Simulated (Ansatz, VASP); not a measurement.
# One calculation of TlNiS2, two programs

```
Tl Ni S
1.0
     1.88728    1.08962    6.85156
    -1.88728    1.08962    6.85156
     0.00000   -2.17925    6.85156
Tl Ni S
1 1 2
Cartesian
  0.0000 0.0000 10.2773
  0.0000 0.0000 0.0000
  0.0000 0.0000 5.4819
  0.0000 0.0000 15.0728
```

Alike in both runs: task single point; functional PBE; k mesh 6 × 6 × 6; occupations gaussian, width 0.05 eV; collinear spin; Hubbard terms Ni d U = 4.0 eV, J = 0.9 eV.

```csv
,VASP,Ansatz
version,VASP 6.6.1,Ansatz 0.2.0
potentials or method,"VASP PAW PBE potentials, release 64 (Tl_d, Ni, S), cutoff 520 eV","scalar-relativistic, plane waves, PAW"
valence electrons in the cell,35,43
```

Ansatz gave:

| Quantity | Value |
| --- | --- |
| gap on the k mesh at the Fermi level (eV) | none |
| pressure (GPa) | -5.0 |
| traceless stress, the component that is largest in VASP (GPa) | -1.87 |
| rms of the force components (eV/Å) | 0.292 |
| net moment per atom (μB) | 0.35 |
| size of the moment on the site where the two differ most (μB) | 1.42 |

Task: Estimate VASP's values.

Result: gap on the k mesh at the Fermi level (eV): none; pressure (GPa): -5.1; traceless stress, the component that is largest in VASP (GPa): -2.02; rms of the force components (eV/Å): 0.286; net moment per atom (μB): 0.36; size of the moment on the site where the two differ most (μB): 1.43.

Site moments also hang on the region over which each program counts them. The programs project onto different local orbitals, so the same U acts differently, and such runs can settle in different states. Atom by atom the forces differ by 0.006 eV/Å (rms over components). A gap of «none» marks a metal or a gap that the smearing closes. VASP's potentials hold 35 valence electrons a cell and Ansatz's 43, so a difference there can come from the potentials and not from the codes. Ansatz's warnings: filled band counts differ across k points.

Spin-orbit coupling is off throughout.
